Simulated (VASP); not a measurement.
# Ag in VASP: single point with PBE

Aim: the single point of Ag with PBE.

Everything below comes from runs of VASP 6.6.1. Logs are shortened: lines on timing, memory, paths and dates and some standing lists are left out, and cuts for length are marked.

### 1 The cell of the first run

The cell holds a slab with vacuum, 12 atoms: a = 5.865 Å, b = 5.865 Å, c = 20.789 Å, α = 90.00°, β = 90.00°, γ = 120.00°.

### 2 Single point, PBE

INCAR reads:

```
SYSTEM = Ag
PREC     = Accurate       ! precision mode
ENCUT    = 520            ! plane-wave cutoff, eV
EDIFF    = 1E-6           ! SCF threshold, eV
ISMEAR   = 0              ! smearing method
SIGMA    = 0.1            ! smearing width, eV
LREAL    = .FALSE.        ! projectors in reciprocal space
LASPH    = .TRUE.         ! aspherical terms in the spheres
NELM     = 60             ! most SCF steps
ALGO     = Normal         ! electronic algorithm
ISIF     = 2              ! what is computed and relaxed
LWAVE    = .FALSE.        ! write WAVECAR
LCHARG   = .FALSE.        ! write CHGCAR
LDIPOL   = .TRUE.       
IDIPOL   = 3            
DIPOL    = 0.5 0.5 0.498
GGA      = PE             ! functional
NBANDS   = 78             ! bands
```

KPOINTS reads:

```
regular mesh
0
G
  4 4 1
  0 0 0
```

POSCAR reads:

```
Ag
1.0
    5.8650143192      0.0000000000      0.0000000000
   -2.9325071596      5.0792513940      0.0000000000
    0.0000000000      0.0000000000     20.7887641388
Ag
12
Direct
    0.3333333333      0.1666666667      0.3848232606
    0.3333333333      0.6666666667      0.3848232606
    0.8333333333      0.1666666667      0.3848232606
    0.8333333333      0.6666666667      0.3848232606
    0.6666666667      0.3333333333      0.4983032876
    0.6666666667      0.8333333333      0.4983032876
    0.1666666667      0.3333333333      0.4983032876
    0.1666666667      0.8333333333      0.4983032876
    0.0000000000      0.5000000000      0.6116853261
    0.0000000000      0.0000000000      0.6116853261
    0.5000000000      0.5000000000      0.6116853261
    0.5000000000      0.0000000000      0.6116853261
```

Potentials or basis: VASP PAW PBE potentials, release 64 (Ag).

Started as:

```bash
$ cat potpaw_PBE.64/Ag/POTCAR > POTCAR
$ mpirun -np 1 vasp_std > vasp.out
```

OUTCAR:

```text
SYSTEM = Ag
   PREC = Accurate
   ENCUT = 520
   EDIFF = 1E-6
   ISMEAR = 0
   LREAL = .FALSE.
   LASPH = .TRUE.
   NELM = 60
   ISIF = 2
   GGA = PE

 ion  position               nearest neighbor table
   1  0.333  0.167  0.385-   7 2.90   5 2.90   8 2.90   3 2.93   3 2.93   2 2.93   2 2.93   4 2.93
                             4 2.93
   2  0.333  0.667  0.385-   8 2.90   6 2.90   7 2.90   4 2.93   4 2.93   3 2.93   1 2.93   1 2.93
                             3 2.93
   3  0.833  0.167  0.385-   5 2.90   7 2.90   6 2.90   1 2.93   1 2.93   2 2.93   4 2.93   4 2.93
                             2 2.93
   4  0.833  0.667  0.385-   6 2.90   8 2.90   5 2.90   2 2.93   2 2.93   1 2.93   3 2.93   3 2.93
                             1 2.93
   5  0.667  0.333  0.498-   9 2.90  12 2.90  11 2.90   3 2.90   1 2.90   4 2.90   7 2.93   7 2.93
                             6 2.93   6 2.93   8 2.93   8 2.93
   6  0.667  0.833  0.498-  10 2.90  11 2.90  12 2.90   4 2.90   2 2.90   3 2.90   8 2.93   8 2.93
                             7 2.93   5 2.93   5 2.93   7 2.93
   7  0.167  0.333  0.498-  11 2.90  10 2.90   9 2.90   1 2.90   3 2.90   2 2.90   5 2.93   5 2.93
                             6 2.93   8 2.93   8 2.93   6 2.93
   8  0.167  0.833  0.498-  12 2.90   9 2.90  10 2.90   2 2.90   4 2.90   1 2.90   6 2.93   6 2.93
                             5 2.93   7 2.93   7 2.93   5 2.93
   9  0.000  0.500  0.612-   5 2.90   8 2.90   7 2.90  11 2.93  11 2.93  12 2.93  10 2.93  10 2.93
                            12 2.93
  10  0.000  0.000  0.612-   6 2.90   7 2.90   8 2.90  12 2.93  12 2.93   9 2.93   9 2.93  11 2.93
                            11 2.93
  11  0.500  0.500  0.612-   7 2.90   6 2.90   5 2.90   9 2.93   9 2.93  12 2.93  12 2.93  10 2.93
                            10 2.93
  12  0.500  0.000  0.612-   8 2.90   5 2.90   6 2.90  10 2.93  10 2.93  11 2.93  11 2.93   9 2.93
                             9 2.93

  LATTYP: Found a hexagonal cell.
 ALAT       =     5.8650143192
 C/A-ratio  =     3.5445376614

  Lattice vectors:

 A1 = (   5.8650143192,   0.0000000000,   0.0000000000)
 A2 = (  -2.9325071596,   5.0792513940,   0.0000000000)
 A3 = (   0.0000000000,   0.0000000000,  20.7887641388)

Analysis of symmetry for initial positions (statically):
=====================================================================
 Subroutine PRICEL returns following result:

  LATTYP: Found a hexagonal cell.
 ALAT       =     2.9325071596
 C/A-ratio  =     7.0890753227

  Lattice vectors:

 A1 = (   2.9325071596,   0.0000000000,   0.0000000000)
 A2 = (  -1.4662535798,   2.5396256970,   0.0000000000)
 A3 = (   0.0000000000,   0.0000000000,  20.7887641388)

   4 primitive cells build up your supercell.

 Routine SETGRP: Setting up the symmetry group for a
 hexagonal supercell.

 Subroutine GETGRP returns: Found  6 space group operations
 (whereof  6 operations were pure point group operations)
 out of a pool of 24 trial point group operations.

The static configuration has the point symmetry C_3v.

Analysis of symmetry for dynamics (positions and initial velocities):
=====================================================================
 Subroutine PRICEL returns following result:

  LATTYP: Found a hexagonal cell.
 ALAT       =     2.9325071596
 C/A-ratio  =     7.0890753227

  Lattice vectors:

 A1 = (   2.9325071596,   0.0000000000,   0.0000000000)
 A2 = (  -1.4662535798,   2.5396256970,   0.0000000000)
 A3 = (   0.0000000000,   0.0000000000,  20.7887641388)

   4 primitive cells build up your supercell.

 Routine SETGRP: Setting up the symmetry group for a
 hexagonal supercell.

 Subroutine GETGRP returns: Found  6 space group operations
 (whereof  6 operations were pure point group operations)
 out of a pool of 24 trial point group operations.

The dynamic configuration has the point symmetry C_3v.

 Subroutine INISYM returns: Found  6 space group operations
 (whereof  6 operations are pure point group operations),
 and found     4 'primitive' translations

----------------------------------------------------------------------------------------

                                     Primitive cell

  volume of cell :     154.8237

  direct lattice vectors                    reciprocal lattice vectors
     2.932507160  0.000000000  0.000000000     0.341005135  0.196879407  0.000000000
    -1.466253580  2.539625697  0.000000000     0.000000000  0.393758813  0.000000000
     0.000000000  0.000000000 20.788764139     0.000000000  0.000000000  0.048102908

  length of vectors
     2.932507160  2.932507160 20.788764139     0.393758813  0.393758813  0.048102908

  position of ions in fractional coordinates (direct lattice)
     0.666666667  0.333333333  0.384823261
     0.333333333  0.666666667  0.498303288
     0.000000000  0.000000000  0.611685326

  ion indices of the primitive-cell ions
   primitive index   ion index
                 1           1
                 2           7
                 3          12

----------------------------------------------------------------------------------------

 KPOINTS: regular mesh

Automatic generation of k-mesh.
 Grid dimensions read from file:
 generate k-points for:    4    4    1

 Generating k-lattice:

  Cartesian coordinates                     Fractional coordinates (reciprocal lattice)
     0.042625642  0.024609926  0.000000000     0.250000000  0.000000000  0.000000000
     0.000000000  0.049219852  0.000000000     0.000000000  0.250000000  0.000000000
     0.000000000  0.000000000  0.048102908     0.000000000  0.000000000  1.000000000

  Length of vectors
     0.049219852  0.049219852  0.048102908

  Shift w.r.t. Gamma in fractional coordinates (k-lattice)
     0.000000000  0.000000000  0.000000000

 Subroutine IBZKPT returns following result:
 ===========================================

 Found      4 irreducible k-points:

 Following reciprocal coordinates:
            Coordinates               Weight
  0.000000  0.000000  0.000000      1.000000
  0.250000 -0.000000  0.000000      6.000000
  0.500000 -0.000000  0.000000      3.000000
  0.250000  0.250000  0.000000      6.000000
   k-points           NKPTS =      4   k-points in BZ     NKDIM =      4   number of bands    NBANDS=     78
   number of dos      NEDOS =    301   number of ions     NIONS =     12
   total plane-waves  NPLWV = 368640
   dimension x,y,z NGX =    48 NGY =   48 NGZ =  160
   dimension x,y,z NGXF=    96 NGYF=   96 NGZF=  320
   ions per type =              12
   NGX,Y,Z   is equivalent  to a cutoff of  13.61, 13.61, 12.80 a.u.
   NGXF,Y,Z  is equivalent  to a cutoff of  27.21, 27.21, 25.59 a.u.
 SYSTEM =  Ag
   PREC   = accura    normal or accurate (medium, high low for compatibility)
   ISTART =      0    job   : 0-new  1-cont  2-samecut
   ICHARG =      2    charge: 1-file 2-atom 10-const
   ISPIN  =      1    spin polarized calculation?
   LNONCOLLINEAR =      F non collinear calculations
   LSORBIT =      F    spin-orbit coupling
   LASPH  =      T    aspherical Exc in radial PAW
   ENCUT  =  520.0 eV  38.22 Ry    6.18 a.u.  10.91 10.91 38.65*2*pi/ulx,y,z
   NELM   =     60;   NELMIN=  2; NELMDL= -5     # of ELM steps
   EDIFF  = 0.1E-05   stopping-criterion for ELM
   LREAL  =      F    real-space projection
[... 7 lines left out ...]
   TEBEG  =    0.0;   TEEND  =   0.0 temperature during run
   PSTRESS=    0.0 pullay stress
   NELECT =     132.0000    total number of electrons
   NUPDOWN=      -1.0000    fix difference up-down
   EMIN   =  10.00;   EMAX   =-10.00  energy-range for DOS
   EFERMI =   0.00;   METHOD = LEGACY
   ISMEAR =     0;   SIGMA  =   0.10  broadening in eV -4-tet -1-fermi 0-gaus
   EFERMI_NEDOS =   21; number of points for ismear=-14 and -15
   IALGO  =     38    algorithm
   IMIX   =      4    mixing-type and parameters
     AMIX     =   0.40;   BMIX     =  1.00
     AMIX_MAG =   1.60;   BMIX_MAG =  1.00
  volume/ion in A,a.u.               =      51.61       348.27
  Fermi-wavevector in a.u.,A,eV,Ry     =   0.977913  1.847988 13.011446  0.956314
  Thomas-Fermi vector in A             =   2.108648
   LORBIT       =      0    0 simple, 1 ext, 2 COOP (PROOUT), +10 PAW based schemes
   GGA     = PE    functional components
   LHFCALC =     F    Hartree Fock is set to
   AEXX    =    0.0000 exact exchange contribution
   IVDW    =     0    specifies the selected vdW correction
   LEPSILON=     F    determine dielectric tensor
   LRPA    =     F    only Hartree local field effects (RPA)
 non-spin polarized calculation
 Gauss-broadening in eV      SIGMA  =   0.10
  energy-cutoff  :      520.00
  volume of cell :      619.29
 maximum number of plane-waves:     16716
 NGX is ok and might be reduce to    48
   NGX = 21   NGY = 21   NGZ = 77

 dipolmoment           0.000000      0.000000      0.000404 electrons x Angstroem

 number of electron     132.0000032 magnetization

 dipolmoment           0.000000      0.000000     -0.000132 electrons x Angstroem

 Free energy of the ion-electron system (eV)
  ---------------------------------------------------
  ext. energy  EPLUGINS =         0.00000000
  ---------------------------------------------------
  free energy    TOTEN  =       -29.68346799 eV

  energy without entropy =      -29.61882106  energy(sigma->0) =      -29.65114453

 E-fermi :  -0.2006     XC(G=0):  -4.8936

 val. band max:       -0.2120626805   @ k =   0.2500  -0.0000   0.0000
 cond. band min:      -0.1810599015   @ k =   0.2500   0.2500   0.0000
 fundamental gap:      0.0310027791
 Fermi energy:        -0.2006216882

 k-point     1 :       0.0000    0.0000    0.0000
  band No.  band energies     occupation
      1      -7.0529      2.00000
      2      -6.1167      2.00000
      3      -6.0964      2.00000
      4      -6.0964      2.00000
      5      -6.0964      2.00000
      6      -5.9811      2.00000
[... 313 lines left out ...]
     77       4.8038      0.00000
     78       5.4676      0.00000

------------------------ aborting loop because EDIFF is reached ----------------------------------------

 vacuum level on the upper side and lower side of the slab       (xc-potential included)        -0.107        -0.108

  FORCE on cell =-STRESS in cart. coord.  units (eV):
  Direction    XX          YY          ZZ          XY          YZ          ZX
  --------------------------------------------------------------------------------------
  -------------------------------------------------------------------------------------
  Total       -2.0912195     -2.0912195     -0.3511552      0.0000000      0.0000000     -0.0000000
  in kB       -5.4101929     -5.4101929     -0.9084735      0.0000000      0.0000000     -0.0000000
  external PRESSURE =      -3.9096198 kB  Pullay stress =       0.0000000 kB

 VOLUME and BASIS-vectors are now :
 -----------------------------------------------------------------------------
  energy-cutoff  :      520.00
  volume of cell :      619.29
      direct lattice vectors                 reciprocal lattice vectors
     5.865014319  0.000000000  0.000000000     0.170502568  0.098439703  0.000000000
    -2.932507160  5.079251394  0.000000000     0.000000000  0.196879407  0.000000000
     0.000000000  0.000000000 20.788764139     0.000000000  0.000000000  0.048102908

 POSITION                                       TOTAL-FORCE (eV/Angst)
 -----------------------------------------------------------------------------------
      1.46625      0.84654      8.00000        -0.000000     -0.000000      0.015478
     -0.00000      3.38617      8.00000        -0.000000     -0.000000      0.015478
      4.39876      0.84654      8.00000        -0.000000     -0.000000      0.015478
      2.93251      3.38617      8.00000         0.000000      0.000000      0.015478
      2.93251      1.69308     10.35911         0.000000     -0.000000     -0.005714
      1.46625      4.23271     10.35911        -0.000000     -0.000000     -0.005714
      0.00000      1.69308     10.35911        -0.000000     -0.000000     -0.005714
     -1.46625      4.23271     10.35911         0.000000     -0.000000     -0.005714
     -1.46625      2.53963     12.71618         0.000000      0.000000     -0.009764
      0.00000      0.00000     12.71618         0.000000      0.000000     -0.009764
      1.46625      2.53963     12.71618         0.000000      0.000000     -0.009764
      2.93251      0.00000     12.71618         0.000000      0.000000     -0.009764
 -----------------------------------------------------------------------------------
    total drift:                                0.000000     -0.000000      0.000021

  FREE ENERGIE OF THE ION-ELECTRON SYSTEM (eV)
  ---------------------------------------------------
  free  energy   TOTEN  =       -29.6834679900 eV

  energy  without entropy=      -29.6188210604  energy(sigma->0) =      -29.65114453

 vacuum level on the upper side and lower side of the slab         4.166         4.165
```

Wall time 9.1 min (1 thread of Intel Xeon Platinum 8559C (Emerald Rapids), shared host); peak memory 0.75 GiB.

Results:

```
Free energy            : -29.6835 eV
Largest force          : 0.015 eV/Å
Band gap on the k mesh : zero (bands 66 and 67 overlap by 0.44 eV)
```

Forces in eV/Å, atoms in the order of the input:
```
Ag   0.000  0.000  0.015
Ag   0.000  0.000  0.015
Ag   0.000  0.000  0.015
Ag   0.000  0.000  0.015
Ag   0.000  0.000 -0.006
Ag   0.000  0.000 -0.006
Ag   0.000  0.000 -0.006
Ag   0.000  0.000 -0.006
Ag   0.000  0.000 -0.010
Ag   0.000  0.000 -0.010
Ag   0.000  0.000 -0.010
Ag   0.000  0.000 -0.010
```

The gap in the log of VASP goes by the Fermi energy; the results here count the filled bands.